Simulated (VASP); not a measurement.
# BaTiO3 (P4mm) in VASP: a series of runs, part 2 of 2

VASP 6.6.1.

## Step 3: Electric field gradients, PBEsol (equal xx and yy strain of +3 %)

Contents of INCAR:

```
SYSTEM = BaTiO3
PREC     = Accurate       ! precision mode
ENCUT    = 520            ! plane-wave cutoff, eV
EDIFF    = 1E-8           ! SCF threshold, eV
ISMEAR   = -1             ! smearing method
SIGMA    = 0.08           ! smearing width, eV
LREAL    = .FALSE.        ! projectors in reciprocal space
LASPH    = .TRUE.         ! aspherical terms in the spheres
NELM     = 80             ! most SCF steps
ALGO     = Normal         ! electronic algorithm
ISIF     = 2              ! what is computed and relaxed
LWAVE    = .FALSE.        ! write WAVECAR
LCHARG   = .FALSE.        ! write CHGCAR
GGA      = PS             ! functional
LEFG     = .TRUE.       
NBANDS   = 28             ! bands
```

Contents of KPOINTS:

```
Automatic mesh
0
G
  7 7 7
  0 0 0
```

Contents of POSCAR:

```
BaTiO3
1.0
    4.1197940000      0.0000000000      0.0000000000
    0.0000000000      4.1197940000      0.0000000000
    0.0000000000      0.0000000000      4.0180000000
Ba Ti O
1 1 3
Direct
    0.0000000000      0.0000000000      0.0000000000
    0.5000000000      0.5000000000      0.4820000000
    0.5000000000      0.5000000000      0.0160000000
    0.5000000000      0.0000000000      0.5150000000
    0.0000000000      0.5000000000      0.5150000000
```

Potentials or basis: VASP PAW PBE potentials, release 64 (Ba_sv, Ti_sv, O).

On the command line:

```
$ cat potpaw_PBE.64/Ba_sv/POTCAR potpaw_PBE.64/Ti_sv/POTCAR potpaw_PBE.64/O/POTCAR > POTCAR
$ mpirun -np 1 vasp_std > vasp.out
```

OUTCAR:

```text
SYSTEM = BaTiO3
   PREC = Accurate
   ENCUT = 520
   EDIFF = 1E-8
   ISMEAR = -1
   LREAL = .FALSE.
   LASPH = .TRUE.
   NELM = 80
   ISIF = 2
   GGA = PS

 ion  position               nearest neighbor table
   1  0.000  0.000  0.000-   4 2.84   5 2.84   5 2.84   4 2.84   3 2.91   3 2.91   3 2.91   3 2.91
                             4 2.92   5 2.92   5 2.92   4 2.92   2 3.50   2 3.50   2 3.50   2 3.50
   2  0.500  0.500  0.482-   3 1.87   4 2.06   5 2.06   4 2.06   5 2.06   3 2.15   1 3.50   1 3.50
                             1 3.50   1 3.50   1 3.58   1 3.58   1 3.58   1 3.58
   3  0.500  0.500  0.016-   2 1.87   2 2.15   1 2.91   1 2.91   1 2.91   1 2.91
   4  0.500  0.000  0.515-   2 2.06   2 2.06   1 2.84   1 2.84   1 2.92   1 2.92
   5  0.000  0.500  0.515-   2 2.06   2 2.06   1 2.84   1 2.84   1 2.92   1 2.92

  LATTYP: Found a simple tetragonal cell.
[... 984 lines left out ...]
   4     -12.098    34.202   -22.104     0.000     0.000     0.000
   5      34.202   -12.098   -22.104    -0.000    -0.000    -0.000
---------------------------------------------------------------------

 Electric field gradients after diagonalization (V/A^2)
 (convention: |V_zz| > |V_xx| > |V_yy|)
----------------------------------------------------------------------
 ion       V_xx      V_yy      V_zz     asymmetry (V_yy - V_xx)/ V_zz
----------------------------------------------------------------------
   1       3.590     3.590    -7.180       0.000
   2      12.663    12.663   -25.326       0.000
   3      -5.363    -5.363    10.726       0.000
   4     -22.104   -12.098    34.202       0.293
   5     -22.104   -12.098    34.202       0.293
----------------------------------------------------------------------

           NMR quadrupolar parameters

 Cq : quadrupolar parameter    Cq=e*Q*V_zz/h
 eta: asymmetry parameters     (V_yy - V_xx)/ V_zz
 Q  : nuclear electric quadrupole moment in mb (millibarn)
----------------------------------------------------------------------
 ion       Cq(MHz)       eta       Q (mb)
----------------------------------------------------------------------
   1      -0.017       0.000       1.000
   2      -0.061       0.000       1.000
   3       0.026       0.000       1.000
   4       0.083       0.293       1.000
   5       0.083       0.293       1.000
----------------------------------------------------------------------
```

OSZICAR:

```text
N       E                     dE             d eps       ncg     rms          rms(c)
DAV:   1     0.416290494096E+03    0.41629E+03   -0.20722E+04  2240   0.153E+03
DAV:   2    -0.908990648347E+01   -0.42538E+03   -0.40638E+03  2596   0.417E+02
DAV:   3    -0.503032633032E+02   -0.41213E+02   -0.40881E+02  3156   0.127E+02
DAV:   4    -0.521995470409E+02   -0.18963E+01   -0.18920E+01  3388   0.232E+01
DAV:   5    -0.522617818472E+02   -0.62235E-01   -0.62227E-01  3036   0.317E+00    0.216E+01
DAV:   6    -0.422294662032E+02    0.10032E+02   -0.55258E+01  3316   0.632E+01    0.102E+01
DAV:   7    -0.420650381611E+02    0.16443E+00   -0.11507E+01  3052   0.239E+01    0.645E+00
DAV:   8    -0.418295030367E+02    0.23554E+00   -0.70298E-01  2764   0.719E+00    0.336E+00
DAV:   9    -0.418515385530E+02   -0.22036E-01   -0.46880E-01  3276   0.574E+00    0.191E+00
DAV:  10    -0.418129588335E+02    0.38580E-01   -0.23727E-01  2668   0.461E+00    0.608E-01
DAV:  11    -0.418073095416E+02    0.56493E-02   -0.21978E-02  2724   0.891E-01    0.150E-01
DAV:  12    -0.418074236230E+02   -0.11408E-03   -0.13554E-03  2656   0.286E-01    0.882E-02
DAV:  13    -0.418073082775E+02    0.11535E-03   -0.85728E-04  3000   0.272E-01    0.397E-02
DAV:  14    -0.418073026679E+02    0.56096E-05   -0.14513E-04  2928   0.996E-02    0.202E-02
DAV:  15    -0.418072975714E+02    0.50965E-05   -0.20259E-05  2660   0.417E-02    0.381E-03
DAV:  16    -0.418072975620E+02    0.93705E-08   -0.12724E-06  3104   0.752E-03    0.258E-03
DAV:  17    -0.418072975825E+02   -0.20466E-07   -0.75567E-07  3216   0.698E-03    0.105E-03
DAV:  18    -0.418072975725E+02    0.99340E-08   -0.68892E-08  2608   0.231E-03
   1 F= -.41807298E+02 E0= -.41807296E+02  d E =-.345808E-05
```

stdout:

```text
POSCAR found type information on POSCAR BaTiO
 POSCAR found :  3 types and       5 ions
 scaLAPACK will be used
 -----------------------------------------------------------------------------
|                                                                             |
|                                                                             |
|     You enforced a specific xc type in the INCAR file but a different       |
|     I HOPE YOU KNOW WHAT YOU ARE DOING!                                     |
|                                                                             |
 -----------------------------------------------------------------------------

 LDA part: xc-table for (Slater+PW92), standard interpolation
 POSCAR, INCAR and KPOINTS ok, starting setup
 FFT: planning ... GRIDC
 FFT: planning ... GRID_SOFT
 FFT: planning ... GRID
 WAVECAR not read
 entering main loop
ion   1

ion   2

ion   3

ion   4

ion   5
```

It took 40 s on 1 thread of AMD EPYC 9R45 (Zen 5), shared host; peak memory 0.2 GiB.

Results:

```yaml
Free_energy: -41.8073 eV
Pressure: -10.2 GPa
Largest_force: 0.500 eV/Å
Band_gap_on_the_k_mesh: 1.70 eV, indirect (least direct gap 1.94 eV)
```

Forces in eV/Å, atoms in the order of the input:
```
Ba   0.000  0.000 -0.091
Ti   0.000  0.000 -0.040
O    0.000  0.000  0.500
O    0.000  0.000 -0.184
O    0.000  0.000 -0.184
```

Levels at points of the mesh, in eV from the valence-band top:
```tsv
k point	band 16	band 17	band 18	band 19	band 20	band 21	band 22	band 23	band 24	band 25
(0.00, 0.00, 0.00)	-1.15	-0.89	-0.26	-0.25	-0.25	1.70	2.03	2.03	3.63	3.96
```

Electric field gradients, principal values (V/Å²):
| atom | least | middle | greatest (by size) |
| --- | --- | --- | --- |
| 1 Ba | 3.590 | 3.590 | -7.180 |
| 2 Ti | 12.663 | 12.663 | -25.326 |
| 3 O | -5.363 | -5.363 | 10.726 |
| 4 O | -12.098 | -22.104 | 34.202 |
| 5 O | -12.098 | -22.104 | 34.202 |

Caveat: the cell differs from its parent crystal (equal xx and yy strain of +3 %); without QUAD_EFG the Cq values of the log hold for a quadrupole moment of 1 mb, not for the nuclei; the PAW data sets were made with another functional, which shifts forces and pressure a little; spin-orbit coupling is left out, which moves the levels of the heavy elements. A k mesh can miss the band edges.
